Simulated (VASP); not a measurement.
# Pd (P6_3/mmc) in VASP: further runs

Pd is run at these levels: LDA; tasks: single point.

All numbers are computed with VASP 6.6.1; they aren't measurements. Logs are shortened: lines on timing, memory, paths and dates and some standing lists are left out, and cuts for length are marked.

## (1) The cell of the first run

It takes space group P6_3/mmc (No. 194, hexagonal). Conventional cell: a = 2.695 Å, b = 2.695 Å, c = 4.487 Å, α = 90.00°, β = 90.00°, γ = 120.00°. Within 3.6 Å of Pd (site symmetry -6m2) lie 12 Pd at 2.70 to 2.73 Å.

## (2) Single point, LDA

Input file INCAR:

```
  ALGO = Normal
  EDIFF = 1E-6
  ENCUT = 500
  GGA_COMPAT = False
  ISIF = 2
  ISMEAR = -1
  LASPH = True
  LCHARG = False
  LREAL = False
  LWAVE = False
  NBANDS = 17
  NELM = 120
  PREC = Accurate
  SIGMA = 0.1
```

Input file KPOINTS:

```
k-points
0
Gamma
  7 7 4
```

Input file POSCAR:

```
Pd
1.0
    2.6954293079      0.0000000000      0.0000000000
   -1.3477146539      2.3343102547      0.0000000000
    0.0000000000      0.0000000000      4.4865342671
Pd
2
Direct
    0.3333333333      0.6666666667      0.2500000000
    0.6666666667      0.3333333333      0.7500000000
```

Potentials or basis: VASP PAW LDA potentials, release 64 (Pd).

Command:

```bash
$ cat potpaw_LDA.64/Pd/POTCAR > POTCAR
$ mpirun -np 1 vasp_std > vasp.out
```

OUTCAR:

```text
EDIFF = 1E-6
   ENCUT = 500
   ISIF = 2
   ISMEAR = -1
   LASPH = True
   LREAL = False
   NELM = 120
   PREC = Accurate

 ion  position               nearest neighbor table
   1  0.333  0.667  0.250-   2 2.73   2 2.73   2 2.73   2 2.73   2 2.73   2 2.73
   2  0.667  0.333  0.750-   1 2.73   1 2.73   1 2.73   1 2.73   1 2.73   1 2.73

  LATTYP: Found a hexagonal cell.
 ALAT       =     2.6954293079
 C/A-ratio  =     1.6644971003

  Lattice vectors:

 A1 = (   2.6954293079,   0.0000000000,   0.0000000000)
 A2 = (  -1.3477146539,   2.3343102547,   0.0000000000)
 A3 = (   0.0000000000,   0.0000000000,   4.4865342671)

Analysis of symmetry for initial positions (statically):
=====================================================================
 Subroutine PRICEL returns:
 Original cell was already a primitive cell.

 Routine SETGRP: Setting up the symmetry group for a
 hexagonal supercell.

 Subroutine GETGRP returns: Found 24 space group operations
 (whereof 12 operations were pure point group operations)
 out of a pool of 24 trial point group operations.

The static configuration has the point symmetry D_3d.
 The point group associated with its full space group is D_6h.

Analysis of symmetry for dynamics (positions and initial velocities):
=====================================================================
 Subroutine PRICEL returns:
 Original cell was already a primitive cell.

 Routine SETGRP: Setting up the symmetry group for a
 hexagonal supercell.

 Subroutine GETGRP returns: Found 24 space group operations
 (whereof 12 operations were pure point group operations)
 out of a pool of 24 trial point group operations.

The dynamic configuration has the point symmetry D_3d.
 The point group associated with its full space group is D_6h.

 Subroutine INISYM returns: Found 24 space group operations
 (whereof 12 operations are pure point group operations),
 and found     1 'primitive' translations

----------------------------------------------------------------------------------------

                                     Primitive cell

  volume of cell :      28.2291

  direct lattice vectors                    reciprocal lattice vectors
     2.695429308  0.000000000  0.000000000     0.370998415  0.214196035  0.000000000
    -1.347714654  2.334310255  0.000000000     0.000000000  0.428392069  0.000000000
     0.000000000  0.000000000  4.486534267     0.000000000  0.000000000  0.222889193

  length of vectors
     2.695429308  2.695429308  4.486534267     0.428392069  0.428392069  0.222889193

  position of ions in fractional coordinates (direct lattice)
     0.333333333  0.666666667  0.250000000
     0.666666667  0.333333333  0.750000000

  ion indices of the primitive-cell ions
   primitive index   ion index
                 1           1
                 2           2

----------------------------------------------------------------------------------------

 KPOINTS: k-points

Automatic generation of k-mesh.
 Grid dimensions read from file:
 generate k-points for:    7    7    4

 Generating k-lattice:

  Cartesian coordinates                     Fractional coordinates (reciprocal lattice)
     0.052999774  0.030599434  0.000000000     0.142857143  0.000000000  0.000000000
     0.000000000  0.061198867  0.000000000     0.000000000  0.142857143  0.000000000
     0.000000000  0.000000000  0.055722298     0.000000000  0.000000000  0.250000000

  Length of vectors
     0.061198867  0.061198867  0.055722298

  Shift w.r.t. Gamma in fractional coordinates (k-lattice)
     0.000000000  0.000000000  0.000000000

 Subroutine IBZKPT returns following result:
 ===========================================

 Found     24 irreducible k-points:

 Following reciprocal coordinates:
            Coordinates               Weight
  0.000000  0.000000  0.000000      1.000000
  0.142857 -0.000000  0.000000      6.000000
  0.285714  0.000000  0.000000      6.000000
  0.428571  0.000000  0.000000      6.000000
  0.142857  0.142857  0.000000      6.000000
  0.285714  0.142857  0.000000     12.000000
[... 16 lines left out ...]
  0.428571  0.142857  0.500000      6.000000
  0.285714  0.285714  0.500000      6.000000
   k-points           NKPTS =     24   k-points in BZ     NKDIM =     24   number of bands    NBANDS=     17
   number of dos      NEDOS =    301   number of ions     NIONS =      2
   total plane-waves  NPLWV =  14400
   dimension x,y,z NGX =    20 NGY =   20 NGZ =   36
   dimension x,y,z NGXF=    40 NGYF=   40 NGZF=   72
   ions per type =               2
   NGX,Y,Z   is equivalent  to a cutoff of  12.34, 12.34, 13.34 a.u.
   NGXF,Y,Z  is equivalent  to a cutoff of  24.67, 24.67, 26.68 a.u.
 SYSTEM =  unknown system
   PREC   = accura    normal or accurate (medium, high low for compatibility)
   ISTART =      0    job   : 0-new  1-cont  2-samecut
   ICHARG =      2    charge: 1-file 2-atom 10-const
   ISPIN  =      1    spin polarized calculation?
   LNONCOLLINEAR =      F non collinear calculations
   LSORBIT =      F    spin-orbit coupling
   LASPH  =      T    aspherical Exc in radial PAW
   ENCUT  =  500.0 eV  36.75 Ry    6.06 a.u.   4.91  4.91  8.18*2*pi/ulx,y,z
   NELM   =    120;   NELMIN=  2; NELMDL= -5     # of ELM steps
   EDIFF  = 0.1E-05   stopping-criterion for ELM
   LREAL  =      F    real-space projection
   EDIFFG = 0.1E-04   stopping-criterion for IOM
   NSW    =      0    number of steps for IOM
   IBRION =     -1    ionic relax: 0-MD 1-quasi-New 2-CG
   NFREE  =      0    steps in history (QN), initial steepest desc. (CG)
   ISIF   =      2    stress and relaxation
   ISYM   =      2    0-nonsym 1-usesym 2-fastsym
   POTIM  = 0.5000    time-step for ionic-motion
   TEBEG  =    0.0;   TEEND  =   0.0 temperature during run
   PSTRESS=    0.0 pullay stress
   NELECT =      20.0000    total number of electrons
   NUPDOWN=      -1.0000    fix difference up-down
   EMIN   =  10.00;   EMAX   =-10.00  energy-range for DOS
   EFERMI =   0.00;   METHOD = LEGACY
   ISMEAR =    -1;   SIGMA  =   0.10  broadening in eV -4-tet -1-fermi 0-gaus
   EFERMI_NEDOS =   21; number of points for ismear=-14 and -15
   IALGO  =     38    algorithm
   IMIX   =      4    mixing-type and parameters
     AMIX     =   0.40;   BMIX     =  1.00
     AMIX_MAG =   1.60;   BMIX_MAG =  1.00
  volume/ion in A,a.u.               =      14.11        95.25
  Fermi-wavevector in a.u.,A,eV,Ry     =   1.459438  2.757938 28.979856  2.129959
  Thomas-Fermi vector in A             =   2.576005
   LORBIT       =      0    0 simple, 1 ext, 2 COOP (PROOUT), +10 PAW based schemes
   GGA     = CA    functional components
   LHFCALC =     F    Hartree Fock is set to
   AEXX    =    0.0000 exact exchange contribution
   IVDW    =     0    specifies the selected vdW correction
   LEPSILON=     F    determine dielectric tensor
   LRPA    =     F    only Hartree local field effects (RPA)
 non-spin polarized calculation
  energy-cutoff  :      500.00
  volume of cell :       28.23
 maximum number of plane-waves:       736
 NGX is ok and might be reduce to    20
   NGX =  9   NGY =  9   NGZ = 17

 number of electron      19.9999995 magnetization

 Free energy of the ion-electron system (eV)
  ---------------------------------------------------
  ext. energy  EPLUGINS =         0.00000000
  ---------------------------------------------------
  free energy    TOTEN  =       -12.99130714 eV

  energy without entropy =      -12.85055657  energy(sigma->0) =      -12.92093185

 E-fermi :  10.4304     XC(G=0): -13.7831

 val. band max:       10.4227257686   @ k =   0.2857   0.2857   0.2500
 cond. band min:      10.4419546274   @ k =   0.4286   0.0000   0.0000
 fundamental gap:      0.0192288589
 Fermi energy:        10.4303720181

 k-point     1 :       0.0000    0.0000    0.0000
  band No.  band energies     occupation
      1       2.7801      2.00000
      2       4.6525      2.00000
      3       7.1840      2.00000
      4       7.4164      2.00000
      5       7.4164      2.00000
      6       7.8056      2.00000
[... 9 lines left out ...]
     16      30.0471      0.00000
     17      33.1955      0.00000

 k-point     2 :       0.1429   -0.0000    0.0000
  band No.  band energies     occupation
      1       3.4491      2.00000
      2       5.1068      2.00000
      3       6.8390      2.00000
      4       7.5180      2.00000
      5       7.8208      2.00000
      6       7.8357      2.00000
[... 9 lines left out ...]
     16      29.8711      0.00000
     17      30.2467      0.00000

 k-point     3 :       0.2857    0.0000    0.0000
  band No.  band energies     occupation
      1       4.8086      2.00000
      2       5.3460      2.00000
      3       6.2621      2.00000
      4       7.0076      2.00000
      5       7.4179      2.00000
      6       7.7904      2.00000
[... 9 lines left out ...]
     16      27.6566      0.00000
     17      29.5788      0.00000

 k-point     4 :       0.4286    0.0000    0.0000
  band No.  band energies     occupation
      1       4.8235      2.00000
      2       5.2464      2.00000
      3       5.3947      2.00000
      4       7.4544      2.00000
      5       7.6970      2.00000
      6       7.9153      2.00000
[... 9 lines left out ...]
     16      24.9883      0.00000
     17      25.0405      0.00000
[... 343 lines left out ...]
      1       5.3473      2.00000
      2       5.3473      2.00000
      3       6.3424      2.00000
      4       6.3424      2.00000
      5       7.8766      2.00000
      6       7.8766      2.00000
[... 9 lines left out ...]
     16      25.3763      0.00000
     17      27.1521      0.00000

 k-point    23 :       0.4286    0.1429    0.5000
  band No.  band energies     occupation
      1       5.1708      2.00000
      2       5.1708      2.00000
      3       6.1305      2.00000
      4       6.1305      2.00000
      5       8.0510      2.00000
      6       8.0510      2.00000
[... 9 lines left out ...]
     16      24.5675      0.00000
     17      27.8166      0.00000

 k-point    24 :       0.2857    0.2857    0.5000
  band No.  band energies     occupation
      1       5.7202      2.00000
      2       5.7202      2.00000
      3       6.5688      2.00000
      4       6.5688      2.00000
      5       7.3444      2.00000
      6       7.3444      2.00000
[... 9 lines left out ...]
     16      20.9063      0.00000
     17      29.1266      0.00000

------------------------ aborting loop because EDIFF is reached ----------------------------------------

  FORCE on cell =-STRESS in cart. coord.  units (eV):
  Direction    XX          YY          ZZ          XY          YZ          ZX
  --------------------------------------------------------------------------------------
  -------------------------------------------------------------------------------------
  Total        0.4755764      0.4755764      0.4470482      0.0000000      0.0000000      0.0000000
  in kB       26.9918950     26.9918950     25.3727448      0.0000000      0.0000000      0.0000000
  external PRESSURE =      26.4521782 kB  Pullay stress =       0.0000000 kB

 VOLUME and BASIS-vectors are now :
 -----------------------------------------------------------------------------
  energy-cutoff  :      500.00
  volume of cell :       28.23
      direct lattice vectors                 reciprocal lattice vectors
     2.695429308  0.000000000  0.000000000     0.370998415  0.214196035  0.000000000
    -1.347714654  2.334310255  0.000000000     0.000000000  0.428392069  0.000000000
     0.000000000  0.000000000  4.486534267     0.000000000  0.000000000  0.222889193

 POSITION                                       TOTAL-FORCE (eV/Angst)
 -----------------------------------------------------------------------------------
     -0.00000      1.55621      1.12163         0.000000     -0.000000      0.000000
      1.34771      0.77810      3.36490        -0.000000      0.000000      0.000000
 -----------------------------------------------------------------------------------
    total drift:                                0.000000     -0.000000      0.000000

  FREE ENERGIE OF THE ION-ELECTRON SYSTEM (eV)
  ---------------------------------------------------
  free  energy   TOTEN  =       -12.9913071352 eV

  energy  without entropy=      -12.8505565738  energy(sigma->0) =      -12.92093185
```

It took 6.5 s on 1 thread of Intel Xeon Platinum 8488C (Sapphire Rapids), shared host; peak memory 0.13 GiB.

What came out:

| Property | Result |
| --- | --- |
| Free energy | -12.9913 eV |
| Pressure | 2.6 GPa |
| Band gap on the k mesh | zero (band 10 reaches 10.50 eV, above the bottom of band 11 at 9.64 eV) |

Stress tensor (GPa, compression positive):
```
2.70 0.00 0.00
0.00 2.70 0.00
0.00 0.00 2.54
```

Levels at points of the mesh, in eV from the Fermi level:
```tsv
k point	band 8	band 9	band 10	band 11	band 12	band 13
(0.00, 0.00, 0.00)	-1.86	-1.86	-0.29	-0.29	0.61	7.26
(0.00, 0.00, 0.50)	-3.06	-0.79	-0.79	-0.79	-0.79	14.36
```

Caveat: the k points lie up to 0.38 Å⁻¹ apart.

## (3) Single point, LDA

This run uses another cell than the first one, of 14.26 Å³/atom, 1.010 times its volume.

Input file INCAR:

```
PREC = Accurate
ENCUT = 500
EDIFF = 1E-6
ISMEAR = -1
SIGMA = 0.1
LREAL = F
LASPH = T
NELM = 120
ALGO = Normal
ISIF = 2
LWAVE = F
LCHARG = F
NBANDS = 17
GGA_COMPAT = F
```

Input file KPOINTS:

```
Automatic mesh
0
Gamma
  7 7 4
```

Input file POSCAR:

```
Pd
1.0
    2.7044744405      0.0000000000      0.0000000000
   -1.3522372202      2.3421435693      0.0000000000
    0.0000000000      0.0000000000      4.5015898641
Pd
2
Direct
    0.3333333333      0.6666666667      0.2500000000
    0.6666666667      0.3333333333      0.7500000000
```

Potentials or basis: VASP PAW LDA potentials, release 64 (Pd).

Command:

```bash
$ cat potpaw_LDA.64/Pd/POTCAR > POTCAR
$ mpirun -np 1 vasp_std > vasp.out
```

It took 6.1 s on 1 thread of Intel Xeon Platinum 8488C (Sapphire Rapids), shared host; peak memory 0.13 GiB.

It converged, with:

```yaml
Free_energy: -12.9940 eV
Pressure: 0.3 GPa
Band_gap_on_the_k_mesh: zero (band 10 reaches 10.31 eV, above the bottom of band 11 at 9.47 eV)
```

Stress tensor (GPa, compression positive):
```
0.37 0.00 0.00
0.00 0.37 0.00
0.00 0.00 0.27
```

Levels at points of the mesh, in eV from the Fermi level:
| k point | band 6 | band 7 | band 8 | band 9 | band 10 | band 11 | band 12 | band 13 | band 14 | band 15 |
| --- | --- | --- | --- | --- | --- | --- | --- | --- | --- | --- |
| (0.00, 0.00, 0.00) | -2.58 | -2.58 | -1.83 | -1.83 | -0.29 | -0.29 | 0.63 | 7.18 | 17.08 | 18.71 |
| (0.00, 0.00, 0.50) | -3.01 | -3.01 | -3.01 | -0.78 | -0.78 | -0.78 | -0.78 | 14.28 | 14.28 | 17.64 |

Caveat: the k points lie up to 0.38 Å⁻¹ apart.

(Continued in part 2 of 2.)
